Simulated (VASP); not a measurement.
Input of a VASP 6.6.1 run:

The input INCAR:

```
SYSTEM = PbS
  PREC = Accurate
  ENCUT = 520
  EDIFF = 1E-6
  ISMEAR = 0
  SIGMA = 0.01
  LREAL = .FALSE.
  LASPH = .TRUE.
  NELM = 60
  ALGO = Normal
  ISIF = 2
  LWAVE = .FALSE.
  LCHARG = .FALSE.
  GGA = PS
  NBANDS = 17
```

KPOINTS

```
Automatic mesh
0
G
  5 5 5
  0 0 0
```

File POSCAR:

```
PbS
1.0
    0.0000000000      2.9657500000      2.9657500000
    2.9657500000      0.0000000000      2.9657500000
    2.9657500000      2.9657500000      0.0000000000
Pb S
1 1
Direct
    0.0000000000      0.0000000000      0.0000000000
    0.5000000000      0.5000000000      0.5000000000
```

Potentials or basis: VASP PAW PBE potentials, release 64 (Pb_d, S).

Launch:

```sh
$ cat potpaw_PBE.64/Pb_d/POTCAR potpaw_PBE.64/S/POTCAR > POTCAR
$ mpirun -np 1 vasp_std > vasp.out
```

Estimate the pressure.

-1.1 GPa.

Caveat: the PAW data sets were made with another functional, which shifts forces and pressure a little.
